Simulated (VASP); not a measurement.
Input of a VASP 6.6.1 run:

The input POSCAR:

```
GaSb
1.0
    4.3941958054      0.0000000000      0.0000000000
    0.0000000000      6.2143313050      0.0000000000
    0.0000000000      0.0000000000      4.3941958054
Ga Sb
2 2
Direct
    0.0000000000      0.0000000000     -0.0000054000
    0.5000000000      0.5000000000      0.4999946000
    0.5000000000      0.2500000000     -0.0000054000
    0.0000000000      0.7500000000      0.4999946000
```

File INCAR.step1:

```
SYSTEM = GaSb
PREC = Accurate
ENCUT = 550
ISMEAR = 0
SIGMA = 0.1
LREAL = .False.
LASPH = .True.
NELM = 120
NBANDS = 26
GGA = PE
ALGO = Normal
EDIFF = 1E-5
LWAVE = .True.
LCHARG = .False.
GGA_COMPAT = .False.
```

File INCAR.step2:

```
SYSTEM = GaSb
PREC = Accurate
ENCUT = 550
EDIFF = 1E-6
ISMEAR = 0
SIGMA = 0.1
LREAL = .False.
LASPH = .True.
NELM = 120
ALGO = Normal
ISIF = 2
LWAVE = .False.
LCHARG = .False.
METAGGA = R2SCAN
LMIXTAU = .True.
NBANDS = 26
ISTART = 1
GGA_COMPAT = .False.
```

File KPOINTS:

```
Automatic mesh
0
Gamma
  10 8 10
  0 0 0
```

Potentials or basis: VASP PAW PBE potentials, release 64 (Ga_d, Sb).

Launch:

```bash
$ cat potpaw_PBE.64/Ga_d/POTCAR potpaw_PBE.64/Sb/POTCAR > POTCAR
$ cp INCAR.step1 INCAR
$ mpirun -np 1 vasp_std > vasp.out
$ cp INCAR.step2 INCAR
$ mpirun -np 1 vasp_std > vasp.out
```

Estimate the band gap on the k mesh.

0.10 eV.

What does it give for the pressure?

-1.8 GPa.

Caveat: the PAW data sets were made with another functional, which shifts forces and pressure a little; spin-orbit coupling is left out, which moves the levels of the heavy elements. A k mesh can miss the band edges.
